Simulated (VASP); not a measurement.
# TaN (I4/mmm) in VASP: a series of runs

TaN is run at these levels: r2SCAN; tasks: single point.

All numbers are computed with VASP 6.6.1; they aren't measurements. Logs are shortened: lines on timing, memory, paths and dates and some standing lists are left out, and cuts for length are marked.

### Step 1. The cell of the first run

The structure is tetragonal, space group I4/mmm (No. 139). Conventional cell: a = 3.082 Å, b = 3.082 Å, c = 4.009 Å, α = 90.00°, β = 90.00°, γ = 90.00°. Ta (site symmetry 4/mmm) has 6 N at 2.00 to 2.18 Å within 2.7 Å. Within 2.7 Å of N (site symmetry 4/mmm) lie 6 Ta at 2.00 to 2.18 Å.

### Step 2. Single point, r2SCAN (strain +0.000 along x and y, -0.080 along z)

File POSCAR:

```
TaN
1.0
    0.0000000000      2.1790000000      2.0046800000
    2.1790000000      0.0000000000      2.0046800000
    2.1790000000      2.1790000000      0.0000000000
Ta N
1 1
Direct
    0.5000000000      0.5000000000      0.5000000000
    0.0000000000      0.0000000000      0.0000000000
```

File INCAR.step1:

```
SYSTEM = TaN
  PREC = Accurate
  ENCUT = 520
  ISMEAR = 0
  SIGMA = 0.15
  LREAL = .False.
  LASPH = .True.
  NELM = 60
  NBANDS = 15
  GGA = PE
  ALGO = Normal
  EDIFF = 1E-4
  LWAVE = .True.
  LCHARG = .False.
```

File INCAR.step2:

```
SYSTEM = TaN
  PREC = Accurate
  ENCUT = 520
  EDIFF = 1E-6
  ISMEAR = 0
  SIGMA = 0.15
  LREAL = .False.
  LASPH = .True.
  NELM = 60
  ALGO = Normal
  ISIF = 2
  LWAVE = .False.
  LCHARG = .False.
  METAGGA = R2SCAN
  LMIXTAU = .True.
  NBANDS = 15
  ISTART = 1
```

File KPOINTS:

```
Automatic mesh
0
Gamma
  18 18 18
  0 0 0
```

Potentials or basis: VASP PAW PBE potentials, release 64 (Ta_pv, N).

On the command line:

```bash
$ cat potpaw_PBE.64/Ta_pv/POTCAR potpaw_PBE.64/N/POTCAR > POTCAR
$ cp INCAR.step1 INCAR
$ mpirun -np 1 vasp_std > vasp.out
$ cp INCAR.step2 INCAR
$ mpirun -np 1 vasp_std > vasp.out
```

OUTCAR:

```text
SYSTEM = TaN
   PREC = Accurate
   ENCUT = 520
   EDIFF = 1E-6
   ISMEAR = 0
   LREAL = .False.
   LASPH = .True.
   NELM = 60
   ISIF = 2
   METAGGA = R2SCAN
   ISTART = 1

 ion  position               nearest neighbor table
   1  0.500  0.500  0.500-   2 2.00   2 2.00   2 2.18   2 2.18   2 2.18   2 2.18
   2  0.000  0.000  0.000-   1 2.00   1 2.00   1 2.18   1 2.18   1 2.18   1 2.18

  LATTYP: Found a body centered tetragonal cell.
 ALAT       =     3.0815713524
 C/A-ratio  =     1.3010764774

  Lattice vectors:

 A1 = (   0.0000000000,  -2.1790000000,  -2.0046800000)
 A2 = (   0.0000000000,   2.1790000000,  -2.0046800000)
 A3 = (   2.1790000000,   0.0000000000,   2.0046800000)

Analysis of symmetry for initial positions (statically):
=====================================================================
 Subroutine PRICEL returns:
 Original cell was already a primitive cell.

 Routine SETGRP: Setting up the symmetry group for a
 body centered tetragonal supercell.

 Subroutine GETGRP returns: Found 16 space group operations
 (whereof 16 operations were pure point group operations)
 out of a pool of 16 trial point group operations.

The static configuration has the point symmetry D_4h.

Analysis of symmetry for dynamics (positions and initial velocities):
=====================================================================
 Subroutine PRICEL returns:
 Original cell was already a primitive cell.

 Routine SETGRP: Setting up the symmetry group for a
 body centered tetragonal supercell.

 Subroutine GETGRP returns: Found 16 space group operations
 (whereof 16 operations were pure point group operations)
 out of a pool of 16 trial point group operations.

The dynamic configuration has the point symmetry D_4h.

 Subroutine INISYM returns: Found 16 space group operations
 (whereof 16 operations are pure point group operations),
 and found     1 'primitive' translations

----------------------------------------------------------------------------------------

                                     Primitive cell

  volume of cell :      19.0366

  direct lattice vectors                    reciprocal lattice vectors
     0.000000000  2.179000000  2.004680000    -0.229463056  0.229463056  0.249416366
     2.179000000  0.000000000  2.004680000     0.229463056 -0.229463056  0.249416366
     2.179000000  2.179000000  0.000000000     0.229463056  0.229463056 -0.249416366

  length of vectors
     2.960875361  2.960875361  3.081571352     0.409286100  0.409286100  0.409286100

  position of ions in fractional coordinates (direct lattice)
     0.500000000  0.500000000  0.500000000
     0.000000000  0.000000000  0.000000000

  ion indices of the primitive-cell ions
   primitive index   ion index
                 1           1
                 2           2

----------------------------------------------------------------------------------------

 KPOINTS: Automatic mesh

Automatic generation of k-mesh.
 Grid dimensions read from file:
 generate k-points for:   18   18   18

 Generating k-lattice:

  Cartesian coordinates                     Fractional coordinates (reciprocal lattice)
    -0.012747948  0.012747948  0.013856465     0.055555556 -0.000000000  0.000000000
     0.012747948 -0.012747948  0.013856465    -0.000000000  0.055555556  0.000000000
     0.012747948  0.012747948 -0.013856465     0.000000000  0.000000000  0.055555556

  Length of vectors
     0.022738117  0.022738117  0.022738117

  Shift w.r.t. Gamma in fractional coordinates (k-lattice)
     0.000000000  0.000000000  0.000000000

 Subroutine IBZKPT returns following result:
 ===========================================

 Found    480 irreducible k-points:

 Following reciprocal coordinates:
            Coordinates               Weight
  0.000000  0.000000  0.000000      1.000000
  0.055556 -0.000000  0.000000      8.000000
  0.111111 -0.000000  0.000000      8.000000
  0.166667  0.000000  0.000000      8.000000
  0.222222 -0.000000  0.000000      8.000000
  0.277778 -0.000000  0.000000      8.000000
[... 16 lines left out ...]
 -0.277778  0.055556  0.000000      8.000000
 -0.222222  0.055556  0.000000      8.000000
 [... further k-points ...]
   k-points           NKPTS =    480   k-points in BZ     NKDIM =    480   number of bands    NBANDS=     15
   number of dos      NEDOS =    301   number of ions     NIONS =      2
   total plane-waves  NPLWV =  13824
   dimension x,y,z NGX =    24 NGY =   24 NGZ =   24
   dimension x,y,z NGXF=    48 NGYF=   48 NGZF=   48
   ions per type =               1   1
   NGX,Y,Z   is equivalent  to a cutoff of  13.48, 13.48, 12.95 a.u.
   NGXF,Y,Z  is equivalent  to a cutoff of  26.95, 26.95, 25.90 a.u.
 SYSTEM =  TaN
   PREC   = accura    normal or accurate (medium, high low for compatibility)
   ISTART =      1    job   : 0-new  1-cont  2-samecut
   ICHARG =      0    charge: 1-file 2-atom 10-const
   ISPIN  =      1    spin polarized calculation?
   LNONCOLLINEAR =      F non collinear calculations
   LSORBIT =      F    spin-orbit coupling
   LASPH  =      T    aspherical Exc in radial PAW
   ENCUT  =  520.0 eV  38.22 Ry    6.18 a.u.   5.51  5.51  5.73*2*pi/ulx,y,z
   NELM   =     60;   NELMIN=  2; NELMDL=  0     # of ELM steps
   EDIFF  = 0.1E-05   stopping-criterion for ELM
   LREAL  =      F    real-space projection
   EDIFFG = 0.1E-04   stopping-criterion for IOM
   NSW    =      0    number of steps for IOM
   IBRION =     -1    ionic relax: 0-MD 1-quasi-New 2-CG
   NFREE  =      0    steps in history (QN), initial steepest desc. (CG)
   ISIF   =      2    stress and relaxation
   ISYM   =      2    0-nonsym 1-usesym 2-fastsym
   POTIM  = 0.5000    time-step for ionic-motion
   TEBEG  =    0.0;   TEEND  =   0.0 temperature during run
   PSTRESS=    0.0 pullay stress
   NELECT =      16.0000    total number of electrons
   NUPDOWN=      -1.0000    fix difference up-down
   EMIN   =  10.00;   EMAX   =-10.00  energy-range for DOS
   EFERMI =   0.00;   METHOD = LEGACY
   ISMEAR =     0;   SIGMA  =   0.15  broadening in eV -4-tet -1-fermi 0-gaus
   EFERMI_NEDOS =   21; number of points for ismear=-14 and -15
   IALGO  =     38    algorithm
   IMIX   =      4    mixing-type and parameters
     AMIX     =   0.40;   BMIX     =  1.00
     AMIX_MAG =   1.60;   BMIX_MAG =  1.00
  volume/ion in A,a.u.               =       9.52        64.23
  Fermi-wavevector in a.u.,A,eV,Ry     =   1.544964  2.919558 32.475927  2.386913
  Thomas-Fermi vector in A             =   2.650410
   LORBIT       =      0    0 simple, 1 ext, 2 COOP (PROOUT), +10 PAW based schemes
   METAGGA = R2SCAN    functional components
   LHFCALC =     F    Hartree Fock is set to
   AEXX    =    0.0000 exact exchange contribution
   IVDW    =     0    specifies the selected vdW correction
   LEPSILON=     F    determine dielectric tensor
   LRPA    =     F    only Hartree local field effects (RPA)
 non-spin polarized calculation
 Gauss-broadening in eV      SIGMA  =   0.15
  energy-cutoff  :      520.00
  volume of cell :       19.04
 maximum number of plane-waves:       526
 NGX is ok and might be reduce to    24
   NGX = 11   NGY = 11   NGZ = 11

 number of electron      16.0000001 magnetization

 Free energy of the ion-electron system (eV)
  ---------------------------------------------------
  ext. energy  EPLUGINS =         0.00000000
  ---------------------------------------------------
  free energy    TOTEN  =       -58.98801041 eV

  energy without entropy =      -58.97991765  energy(sigma->0) =      -58.98396403

 E-fermi :  10.9176     XC(G=0): -15.1625

 val. band max:       10.9080350595   @ k =  -0.1111   0.1667   0.1111
 cond. band min:      10.9192915017   @ k =  -0.2778   0.3333   0.1111
 fundamental gap:      0.0112564422
 Fermi energy:        10.9176264914

 k-point     1 :       0.0000    0.0000    0.0000
  band No.  band energies     occupation
      1     -26.0105      2.00000
      2     -25.9751      2.00000
      3     -25.9751      2.00000
      4     -10.0840      2.00000
      5       6.2293      2.00000
      6       6.2293      2.00000
      7       6.8650      2.00000
      8       8.0917      2.00000
      9       8.0917      2.00000
     10       9.2163      2.00000
     11      10.3999      2.00000
     12      10.5688      1.99899
     13      15.0625      0.00000
     14      20.8940      0.00000
     15      21.0122      0.00000

 k-point     2 :       0.0556   -0.0000    0.0000
  band No.  band energies     occupation
      1     -26.0424      2.00000
      2     -25.9901      2.00000
      3     -25.9811      2.00000
      4      -9.9857      2.00000
      5       5.8046      2.00000
      6       5.8884      2.00000
      7       6.4870      2.00000
      8       8.2906      2.00000
      9       8.3531      2.00000
     10       9.3066      2.00000
     11      10.7480      1.89024
     12      10.9586      0.69944
     13      15.3156      0.00000
     14      20.8941      0.00000
     15      21.2896      0.00000

 k-point     3 :       0.1111   -0.0000    0.0000
  band No.  band energies     occupation
      1     -26.1674      2.00000
      2     -25.9984      2.00000
      3     -25.9980      2.00000
      4      -9.7007      2.00000
      5       4.8804      2.00000
      6       5.1785      2.00000
      7       5.7074      2.00000
      8       8.7247      2.00000
      9       8.8065      2.00000
     10       9.5071      2.00000
     11      11.6330      0.00000
     12      11.9082      0.00000
     13      15.9995      0.00000
     14      20.8941      0.00000
     15      22.0715      0.00000

 k-point     4 :       0.1667    0.0000    0.0000
  band No.  band energies     occupation
      1     -26.3594      2.00000
      2     -26.0248      2.00000
      3     -26.0035      2.00000
      4      -9.2570      2.00000
      5       3.8029      2.00000
      6       4.4088      2.00000
      7       4.8346      2.00000
      8       9.3021      2.00000
      9       9.3131      2.00000
     10       9.8030      2.00000
     11      12.8005      0.00000
     12      13.1014      0.00000
     13      16.9460      0.00000
     14      20.8941      0.00000
     15      23.1972      0.00000
[... 307 lines left out ...]
 k-point    22 :      -0.3333    0.0556    0.0000
  band No.  band energies     occupation
      1     -27.0541      2.00000
      2     -26.1215      2.00000
      3     -26.0753      2.00000
      4      -7.3850      2.00000
      5       0.4568      2.00000
      6       2.4237      2.00000
      7       3.0072      2.00000
      8      11.0148      0.35944
      9      11.6435      0.00000
     10      12.4213      0.00000
     11      16.7779      0.00000
     12      17.5561      0.00000
     13      18.7710      0.00000
     14      20.8930      0.00000
     15      24.5049      0.00000

 k-point    23 :      -0.2778    0.0556    0.0000
  band No.  band energies     occupation
      1     -26.8539      2.00000
      2     -26.0875      2.00000
      3     -26.0745      2.00000
      4      -7.9908      2.00000
      5       1.2843      2.00000
      6       2.8358      2.00000
      7       3.6294      2.00000
      8      10.2553      2.00000
      9      10.6858      1.97116
     10      11.8710      0.00000
     11      16.1476      0.00000
     12      16.4289      0.00000
     13      18.0372      0.00000
     14      20.8936      0.00000
     15      24.7684      0.00000

 k-point    24 :      -0.2222    0.0556    0.0000
  band No.  band energies     occupation
      1     -26.6275      2.00000
      2     -26.0700      2.00000
      3     -26.0527      2.00000
      4      -8.5932      2.00000
      5       2.2186      2.00000
      6       3.3749      2.00000
      7       4.3452      2.00000
      8       9.6604      2.00000
      9       9.8162      2.00000
     10      11.2628      0.00114
     11      15.0087      0.00000
     12      15.1688      0.00000
     13      17.2594      0.00000
     14      20.8939      0.00000
     15      24.6640      0.00000

 [... further k-points ...]

------------------------ aborting loop because EDIFF is reached ----------------------------------------

  FORCE on cell =-STRESS in cart. coord.  units (eV):
  Direction    XX          YY          ZZ          XY          YZ          ZX
  --------------------------------------------------------------------------------------
  -------------------------------------------------------------------------------------
  Total        3.4296811      3.4296811     14.5520344      0.0000000      0.0000000      0.0000000
  in kB      288.6521601    288.6521601   1224.7424789      0.0000000      0.0000000      0.0000000
  external PRESSURE =     600.6822663 kB  Pullay stress =       0.0000000 kB

 VOLUME and BASIS-vectors are now :
 -----------------------------------------------------------------------------
  energy-cutoff  :      520.00
  volume of cell :       19.04
      direct lattice vectors                 reciprocal lattice vectors
     0.000000000  2.179000000  2.004680000    -0.229463056  0.229463056  0.249416366
     2.179000000  0.000000000  2.004680000     0.229463056 -0.229463056  0.249416366
     2.179000000  2.179000000  0.000000000     0.229463056  0.229463056 -0.249416366

 POSITION                                       TOTAL-FORCE (eV/Angst)
 -----------------------------------------------------------------------------------
      2.17900      2.17900      2.00468         0.000000      0.000000     -0.000000
      0.00000      0.00000      0.00000        -0.000000     -0.000000      0.000000
 -----------------------------------------------------------------------------------
    total drift:                                0.000000     -0.000000      0.000000

  FREE ENERGIE OF THE ION-ELECTRON SYSTEM (eV)
  ---------------------------------------------------
  free  energy   TOTEN  =       -58.9880104120 eV

  energy  without entropy=      -58.9799176516  energy(sigma->0) =      -58.98396403
```

It took 4.1 min on 1 thread of Intel Xeon Platinum 8488C (Sapphire Rapids), shared host; peak memory 0.26 GiB.

What came out:

| Item | Value |
| --- | --- |
| Free energy | -58.9880 eV |
| Pressure | 60.1 GPa |
| Band gap on the k mesh | zero (bands 8 and 9 overlap by 4.78 eV) |

Caveat: the cell differs from its parent crystal (strain +0.000 along x and y, -0.080 along z); the stress differs along the axes, from 29 to 122 GPa; the PAW data sets were made with another functional, which shifts forces and pressure a little; spin-orbit coupling is left out, which moves the levels of the heavy elements.

### Step 3. Single point, r2SCAN (strain +0.080 along x and y, -0.040 along z)

File POSCAR:

```
TaN
1.0
    0.0000000000      2.3533200000      2.0918400000
    2.3533200000      0.0000000000      2.0918400000
    2.3533200000      2.3533200000      0.0000000000
Ta N
1 1
Direct
    0.5000000000      0.5000000000      0.5000000000
    0.0000000000      0.0000000000      0.0000000000
```

File INCAR.step1:

```
SYSTEM = TaN
ALGO = Normal
EDIFF = 1E-4
ENCUT = 520
GGA = PE
ISMEAR = 0
LASPH = .TRUE.
LCHARG = .FALSE.
LREAL = .FALSE.
LWAVE = .TRUE.
NBANDS = 15
NELM = 100
PREC = Accurate
SIGMA = 0.15
```

File INCAR.step2:

```
SYSTEM = TaN
ALGO = Normal
EDIFF = 1E-6
ENCUT = 520
ISIF = 2
ISMEAR = 0
ISTART = 1
LASPH = .TRUE.
LCHARG = .TRUE.
LELF = .TRUE.
LMIXTAU = .TRUE.
LREAL = .FALSE.
LVHAR = .TRUE.
LWAVE = .FALSE.
METAGGA = R2SCAN
NBANDS = 15
NELM = 100
PREC = Accurate
SIGMA = 0.15
```

File KPOINTS:

```
k-points
0
G
  18 18 18
  0 0 0
```

Potentials or basis: VASP PAW PBE potentials, release 64 (Ta_pv, N).

On the command line:

```bash
$ cat potpaw_PBE.64/Ta_pv/POTCAR potpaw_PBE.64/N/POTCAR > POTCAR
$ cp INCAR.step1 INCAR
$ mpirun -np 1 vasp_std > vasp.out
$ cp INCAR.step2 INCAR
$ mpirun -np 1 vasp_std > vasp.out
```

Wall time 5.2 min (1 thread of Intel Xeon Platinum 8488C (Sapphire Rapids), shared host); peak memory 0.29 GiB.

The run converged. Its results:

| Item | Value |
| --- | --- |
| Free energy | -59.2119 eV |
| Pressure | -13.5 GPa |
| Band gap on the k mesh | zero (bands 8 and 9 overlap by 3.51 eV) |

Stress tensor (GPa, compression positive):
```
-30.46   0.00   0.00
  0.00 -30.46   0.00
  0.00   0.00  20.28
```

Levels at points of the mesh, in eV from the Fermi level:
```csv
k point,band 6,band 7,band 8,band 9,band 10,band 11
"(0.00, 0.00, 0.00)",-3.98,-3.56,-2.19,-2.19,-1.10,-0.98
"(0.50, 0.00, 0.00)",-7.54,-7.42,1.20,2.34,2.39,3.71
"(0.50, 0.50, 0.00)",-5.14,-5.10,-5.10,2.19,3.11,3.11
"(0.50, 0.00, 0.50)",-4.81,-4.66,-4.33,1.24,2.47,3.61
```

Caveat: the cell differs from its parent crystal (strain +0.080 along x and y, -0.040 along z); the stress differs along the axes, from -30 to 20 GPa; the PAW data sets were made with another functional, which shifts forces and pressure a little; spin-orbit coupling is left out, which moves the levels of the heavy elements.

The gap in the log of VASP goes by the Fermi energy; the results here count the filled bands.